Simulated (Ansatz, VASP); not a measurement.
Al2Pt in VASP and in Ansatz

File INCAR:

```
PREC = Accurate ; ENCUT = 520
EDIFF = 1E-6 ; ISMEAR = 0
SIGMA = 0.1 ; LREAL = False
LASPH = True ; NELM = 100
ALGO = Fast ; ISIF = 2
LWAVE = False ; LCHARG = False
GGA = PE ; NBANDS = 25
```

Contents of KPOINTS:

```
regular mesh
0
Gamma
  4 4 4
```

File POSCAR:

```
Al2Pt
1.0
    4.0626934600      0.0000000000      0.0000000000
    0.0000000000      4.0626934600      0.0000000000
    0.0000000000      0.0000000000      5.8940972100
Al Pt
4 2
Direct
    0.5000000000      0.5000000000      0.1345703200
    0.0000000000      0.0000000000      0.2926600300
    0.5000000000      0.0000000000      0.9962351100
    0.0000000000      0.5000000000      0.9962351100
    0.5000000000      0.0000000000      0.4987484400
    0.0000000000      0.5000000000      0.4987484400
```

Input for Ansatz:

```yaml
crystal:
  lattice:
    - [4.06269346, 0.0, 0.0]
    - [0.0, 4.06269346, 0.0]
    - [0.0, 0.0, 5.89409721]
  atoms:
    - { symbol: Al, position: [0.5, 0.5, 0.13457032] }
    - { symbol: Al, position: [0.0, 0.0, 0.29266003] }
    - { symbol: Al, position: [0.5, 0.0, 0.99623511] }
    - { symbol: Al, position: [0.0, 0.5, 0.99623511] }
    - { symbol: Pt, position: [0.5, 0.0, 0.49874844] }
    - { symbol: Pt, position: [0.0, 0.5, 0.49874844] }
basis:
  ecutwfc: 420
kpoints:
  mp_grid: { grid: [4, 4, 4] }
hamiltonian:
  xc: pbe
scf:
  occupations: { method: gaussian, width: 0.1 }
  lower_state_search: "off"
output:
  forces: true
  stress: true
  eigenvalues: true
```

Alike in both runs: task single point; functional PBE; k mesh 4 × 4 × 4; occupations gaussian, width 0.1 eV; no spin polarisation.

```csv
,VASP,Ansatz
version,VASP 6.6.1,Ansatz 0.2.0
potentials or method,"VASP PAW PBE potentials, release 64 (Al, Pt), cutoff 520 eV","scalar-relativistic, plane waves, PAW"
valence electrons in the cell,32,48
```

VASP gave:

- gap on the k mesh at the Fermi level (eV): none
- pressure (GPa): 20.2
- traceless stress, the component that is largest in VASP (GPa): -17.72
- rms of the force components (eV/Å): 2.274

Task: Which values does Ansatz return?

Result: gap on the k mesh at the Fermi level (eV): none; pressure (GPa): 20.2; traceless stress, the component that is largest in VASP (GPa): -17.66; rms of the force components (eV/Å): 2.269.

Atom by atom the forces differ by 0.006 eV/Å (rms over components). A gap of «none» marks a metal or a gap that the smearing closes. VASP's potentials hold 32 valence electrons a cell and Ansatz's 48, so a difference there can come from the potentials and not from the codes.

The k mesh is coarse, so the values compare programs but aren't converged. Spin-orbit coupling is off throughout.
